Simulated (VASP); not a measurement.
# In16O25 (a cell with a defect) in VASP: single point with PBE

Aim: the single point of In16O25 (a cell with a defect) with PBE.

Everything below comes from runs of VASP 6.6.1. Logs are shortened: lines on timing, memory, paths and dates and some standing lists are left out, and cuts for length are marked.

**1. The cell of the first run**

The cell holds a defect, 41 atoms: a = 8.102 Å, b = 8.102 Å, c = 8.102 Å, α = 86.97°, β = 86.97°, γ = 86.97°.

**2. Single point, PBE**

Contents of INCAR:

```
SYSTEM = In16O25
PREC = Accurate
ENCUT = 520
EDIFF = 1E-6
ISMEAR = 0
SIGMA = 0.02
LREAL = Auto
LASPH = .TRUE.
NELM = 60
ALGO = Normal
ISIF = 2
LWAVE = .FALSE.
LCHARG = .FALSE.
GGA = PE
NBANDS = 205
```

Contents of KPOINTS:

```
Automatic mesh
0
Gamma
  2 2 2
  0.5 0.5 0.5
```

Contents of POSCAR:

```
In16O25
1.0
   -5.5752353414     -3.2188636251      4.9190313793
    5.5752353414     -3.2188636251      4.9190313793
    0.0000000000      6.4377272503      4.9190313793
In O
16 25
Direct
    0.6420639395      0.6457600532      0.6415746344
    0.1433353917      0.1430442124      0.6428982687
    0.1421287639      0.6419408363      0.1455928202
    0.6464316803      0.1419746698      0.1417740632
    0.8598526202      0.8591549067      0.8565751785
    0.3555656732      0.3556802335      0.8550470907
    0.3569501791      0.8597635614      0.3591095210
    0.8597831418      0.3568286514      0.3595439913
    0.3575043690      0.3534414446      0.3571693646
    0.8562813835      0.8560118247      0.3559027125
    0.8573650295      0.3572345799      0.8531222827
    0.3533513872      0.8571197865      0.8569864386
    0.1396293964      0.1399129286      0.1423104783
    0.6440173385      0.6434698316      0.1437186567
    0.6426372041      0.1395451800      0.6396032902
    0.1399166710      0.6425591077      0.6392297836
    0.6029731544      0.2486295886      0.3946435011
    0.0994409501      0.7514357255      0.3983153656
    0.1024021944      0.2487652653      0.8979084646
    0.6041990864      0.7680597021      0.8925531895
    0.2489141388      0.3980967481      0.6020135151
    0.7515318421      0.8985734048      0.5991292808
    0.7693941150      0.3924698004      0.1041284625
    0.2487448011      0.8950704600      0.1024481220
    0.3928900494      0.6043326562      0.2686989169
    0.8989023396      0.0991482235      0.2514939836
    0.8949022655      0.6026569568      0.7481954554
    0.3982098093      0.1021100412      0.7486415897
    0.3967264338      0.7507380569      0.6040986512
    0.9002542570      0.2477811785      0.6004129229
    0.8971778735      0.7503379178      0.1008736421
    0.3954474500      0.2308189141      0.1063955740
    0.6067354044      0.3948479531      0.7300631878
    0.1006538022      0.8999519243      0.7473976785
    0.1047520872      0.3965084090      0.2504818529
    0.6013599173      0.8970666921      0.2501171212
    0.7507114749      0.6011667757      0.3967710552
    0.2480260579      0.1006556527      0.3996864466
    0.2305732650      0.6066494653      0.8946412944
    0.7507918753      0.1041086604      0.8962243720
    0.4999324841      0.4989928211     -0.0002256573
```

Potentials or basis: VASP PAW PBE potentials, release 64 (In_d, O).

Command:

```bash
cat potpaw_PBE.64/In_d/POTCAR potpaw_PBE.64/O/POTCAR > POTCAR
mpirun -np 1 vasp_std > vasp.out
```

OUTCAR:

```text
SYSTEM = In16O25
   PREC = Accurate
   ENCUT = 520
   EDIFF = 1E-6
   ISMEAR = 0
   LREAL = Auto
   LASPH = .TRUE.
   NELM = 60
   ISIF = 2
   GGA = PE

 ion  position               nearest neighbor table
   1  0.642  0.646  0.642-  33 2.15  29 2.15  37 2.17  27 2.27  22 2.28  20 2.31   5 3.18  10 3.28
                            11 3.30  12 3.30   7 3.65   8 3.68   6 3.69  15 4.00
   2  0.143  0.143  0.643-  34 2.14  30 2.14  38 2.14  28 2.28  21 2.28  19 2.28   6 3.13  12 3.28
                             9 3.28  11 3.28   8 3.64   7 3.64   5 3.64
   3  0.142  0.642  0.146-  39 2.15  35 2.15  31 2.17  24 2.27  18 2.28  25 2.31   7 3.18  10 3.28
                            12 3.30   9 3.30   8 3.65   5 3.68   6 3.69  16 4.00
   4  0.646  0.142  0.142-  32 2.15  40 2.15  36 2.17  17 2.27  26 2.28  23 2.31   8 3.18  10 3.28
                            11 3.30   9 3.30   5 3.65   7 3.68   6 3.70  13 4.00
   5  0.860  0.859  0.857-  34 2.13  31 2.15  40 2.16  20 2.23  27 2.30  22 2.31   1 3.18  16 3.29
                            15 3.29  14 3.31   2 3.64   4 3.65   3 3.68  12 4.00
   6  0.356  0.356  0.855-  41 2.13  39 2.25  33 2.25  32 2.26  21 2.27  19 2.27  28 2.27   2 3.13
                            16 3.31  15 3.31  13 3.32   1 3.69   3 3.69   4 3.70
   7  0.357  0.860  0.359-  38 2.13  36 2.15  29 2.16  25 2.23  24 2.30  18 2.31   3 3.18  13 3.29
                            16 3.29  14 3.31   2 3.64   1 3.65   4 3.68   9 4.00
   8  0.860  0.357  0.360-  30 2.13  37 2.15  35 2.16  23 2.23  17 2.30  26 2.31   4 3.18  13 3.29
                            15 3.29  14 3.31   2 3.64   3 3.65   1 3.68  11 4.00
   9  0.358  0.353  0.357-  25 2.15  17 2.15  21 2.17  35 2.27  38 2.28  32 2.31  13 3.18   2 3.28
                             3 3.30   4 3.30  15 3.65  16 3.68  14 3.69   7 4.00
  10  0.856  0.856  0.356-  26 2.14  18 2.14  22 2.14  37 2.28  36 2.28  31 2.28  14 3.13   4 3.28
                             1 3.28   3 3.28  16 3.64  13 3.64  15 3.64
  11  0.857  0.357  0.853-  23 2.15  27 2.15  19 2.17  40 2.27  30 2.28  33 2.31  15 3.18   2 3.28
                             4 3.30   1 3.30  16 3.65  13 3.68  14 3.69   8 4.00
  12  0.353  0.857  0.857-  20 2.15  24 2.15  28 2.17  29 2.27  34 2.28  39 2.31  16 3.18   2 3.28
                             3 3.30   1 3.30  13 3.65  15 3.68  14 3.70   5 4.00
  13  0.140  0.140  0.142-  26 2.13  19 2.15  24 2.16  32 2.24  35 2.30  38 2.31   9 3.18   8 3.29
                             7 3.29   6 3.32  10 3.64  12 3.65  11 3.68   4 4.00
  14  0.644  0.643  0.144-  41 2.13  20 2.25  25 2.25  23 2.26  37 2.27  31 2.27  36 2.27  10 3.13
                             8 3.31   5 3.31   7 3.31   9 3.69  11 3.69  12 3.70
  15  0.643  0.140  0.640-  22 2.13  28 2.16  17 2.16  33 2.23  40 2.30  30 2.31  11 3.18   8 3.29
                             5 3.29   6 3.31  10 3.64   9 3.65  12 3.68   1 4.00
  16  0.140  0.643  0.639-  18 2.13  21 2.15  27 2.16  39 2.23  29 2.30  34 2.30  12 3.18   5 3.29
                             7 3.29   6 3.31  10 3.64  11 3.65   9 3.68   3 4.00
  17  0.603  0.249  0.395-   9 2.15  15 2.16   4 2.27   8 2.30
  18  0.099  0.751  0.398-  16 2.13  10 2.14   3 2.28   7 2.31
  19  0.102  0.249  0.898-  13 2.15  11 2.17   6 2.27   2 2.28
  20  0.604  0.768  0.893-  12 2.15   5 2.23  14 2.25   1 2.31
  21  0.249  0.398  0.602-  16 2.15   9 2.17   6 2.27   2 2.28
[... 17 lines left out ...]
  39  0.231  0.607  0.895-   3 2.15  16 2.23   6 2.25  12 2.31
  40  0.751  0.104  0.896-   4 2.15   5 2.16  11 2.27  15 2.30
  41  0.500  0.499  1.000-   6 2.13  14 2.13

  LATTYP: Found a trigonal (rhomboedric) cell.
[... 215 lines left out ...]
  Thomas-Fermi vector in A             =   2.555872
   LORBIT       =      0    0 simple, 1 ext, 2 COOP (PROOUT), +10 PAW based schemes
   GGA     = PE    functional components
   LHFCALC =     F    Hartree Fock is set to
   AEXX    =    0.0000 exact exchange contribution
   IVDW    =     0    specifies the selected vdW correction
   LEPSILON=     F    determine dielectric tensor
   LRPA    =     F    only Hartree local field effects (RPA)
 non-spin polarized calculation
 Gauss-broadening in eV      SIGMA  =   0.02
  energy-cutoff  :      520.00
  volume of cell :      529.66
 maximum number of plane-waves:     14286
   NGX = 31   NGY = 31   NGZ = 31

 number of electron     357.9999962 magnetization

 Free energy of the ion-electron system (eV)
  ---------------------------------------------------
  ext. energy  EPLUGINS =         0.00000000
  ---------------------------------------------------
  free energy    TOTEN  =      -223.12215999 eV

  energy without entropy =     -223.10577727  energy(sigma->0) =     -223.11396863

 E-fermi :   5.8143     XC(G=0): -11.0824

 val. band max:        5.8011759904   @ k =   0.2500   0.2500  -0.2500
 cond. band min:       5.8164558655   @ k =   0.2500   0.2500  -0.2500
 fundamental gap:      0.0152798751
 Fermi energy:         5.8142656950

 k-point     1 :       0.2500    0.2500    0.2500
  band No.  band energies     occupation
      1     -12.1837      2.00000
      2     -11.8668      2.00000
      3     -11.8209      2.00000
      4     -11.8198      2.00000
      5     -11.6432      2.00000
      6     -11.6159      2.00000
[... 765 lines left out ...]
    190      10.9517      0.00000
    191      11.0094      0.00000
 [bands above 191 left out]

------------------------ aborting loop because EDIFF is reached ----------------------------------------

  FORCE on cell =-STRESS in cart. coord.  units (eV):
  Direction    XX          YY          ZZ          XY          YZ          ZX
  --------------------------------------------------------------------------------------
  -------------------------------------------------------------------------------------
  Total        8.0107021      7.9214131      5.2176638      0.0198894      0.0780593     -0.0451426
  in kB       24.2317365     23.9616445     15.7830178      0.0601638      0.2361231     -0.1365529
  external PRESSURE =      21.3254663 kB  Pullay stress =       0.0000000 kB

 VOLUME and BASIS-vectors are now :
 -----------------------------------------------------------------------------
  energy-cutoff  :      520.00
  volume of cell :      529.66
      direct lattice vectors                 reciprocal lattice vectors
    -5.575235341 -3.218863625  4.919031379    -0.089682313 -0.051778107  0.067764018
     5.575235341 -3.218863625  4.919031379     0.089682313 -0.051778107  0.067764018
     0.000000000  6.437727250  4.919031379     0.000000000  0.103556215  0.067764018

 POSITION                                       TOTAL-FORCE (eV/Angst)
 -----------------------------------------------------------------------------------
      0.02061     -0.01505      9.49077         0.000370      0.019178      0.005829
     -0.00162      3.21699      4.57115         0.007908      0.000847      0.019589
      2.78657     -1.58653      4.57304        -0.016432     -0.004518      0.003936
     -2.81247     -1.62507      4.57559         0.023600      0.001805      0.000781
     -0.00389     -0.01885     12.66937         0.003714     -0.006356     -0.027427
      0.00064      3.21516      7.70464        -0.007573      0.003723     -0.016416
[... 33 lines left out ...]
     -3.60541      3.01784      8.61384         0.003872     -0.016929      0.000505
     -0.00524      3.22087      9.83167         0.003037     -0.003498     -0.002912
 -----------------------------------------------------------------------------------
    total drift:                               -0.011395      0.004265      0.012967

  FREE ENERGIE OF THE ION-ELECTRON SYSTEM (eV)
  ---------------------------------------------------
  free  energy   TOTEN  =      -223.1221599947 eV

  energy  without entropy=     -223.1057772674  energy(sigma->0) =     -223.11396863
```

OSZICAR:

```text
N       E                     dE             d eps       ncg     rms          rms(c)
DAV:   1     0.666926602998E+04    0.66693E+04   -0.15027E+05  1640   0.250E+03
DAV:   2     0.163121020588E+04   -0.50381E+04   -0.48974E+04  1640   0.773E+02
[... 18 lines left out ...]
DAV:  21    -0.223122230422E+03   -0.83765E-04   -0.22135E-04  1920   0.207E-02    0.259E-01
DAV:  22    -0.223122111152E+03    0.11927E-03   -0.11285E-04  1456   0.147E-02    0.949E-02
DAV:  23    -0.223122145513E+03   -0.34361E-04   -0.14317E-05  1336   0.791E-03    0.496E-02
DAV:  24    -0.223122156898E+03   -0.11385E-04   -0.27118E-05  1192   0.740E-03    0.321E-02
DAV:  25    -0.223122159992E+03   -0.30942E-05   -0.29517E-06  1024   0.653E-03    0.114E-02
DAV:  26    -0.223122159995E+03   -0.24957E-08   -0.58540E-07   904   0.410E-03
   1 F= -.22312216E+03 E0= -.22311397E+03  d E =-.163827E-01
```

It took 10 min on 1 thread of Intel Xeon 6975P-C (Granite Rapids), shared host; peak memory 0.64 GiB.

What came out:

* Free energy: -223.1222 eV
* Pressure: 2.1 GPa
* Largest force: 0.032 eV/Å
* Band gap on the k mesh: zero (band 179 reaches 5.83 eV, above the bottom of band 180 at 5.82 eV)

Forces on the atoms (eV/Å):
```
In   0.000  0.019  0.006
In   0.008  0.001  0.020
In  -0.016 -0.005  0.004
In   0.024  0.002  0.001
In   0.004 -0.006 -0.027
In  -0.008  0.004 -0.016
In   0.008 -0.005 -0.015
In  -0.014  0.012 -0.026
In  -0.008 -0.011 -0.008
In  -0.001 -0.001 -0.006
In   0.005 -0.003 -0.004
In  -0.009  0.003  0.010
In  -0.009 -0.004  0.031
In   0.005 -0.003  0.010
In  -0.012  0.000  0.018
In   0.005  0.001  0.025
O   -0.014 -0.011  0.006
O    0.002 -0.010  0.001
O   -0.001 -0.014 -0.006
O   -0.010 -0.011  0.013
O   -0.007  0.009 -0.008
O   -0.010  0.001 -0.001
O   -0.006  0.011  0.018
O   -0.005  0.021  0.001
O    0.016 -0.004  0.012
O    0.006  0.002  0.001
O    0.013 -0.010  0.007
O    0.016  0.000 -0.006
O    0.018  0.012 -0.014
O   -0.001  0.009 -0.005
O    0.002  0.018  0.010
O    0.009  0.012 -0.019
O   -0.006  0.000 -0.009
O   -0.008 -0.003 -0.002
O   -0.012  0.010 -0.010
O   -0.018 -0.002  0.007
O    0.007 -0.010  0.004
O    0.010 -0.002 -0.002
O    0.009 -0.011 -0.017
O    0.004 -0.017  0.001
O    0.003 -0.003 -0.003
```

Caveat: the k points lie up to 0.39 Å⁻¹ apart; spin-orbit coupling is left out, which moves the levels of the heavy elements.
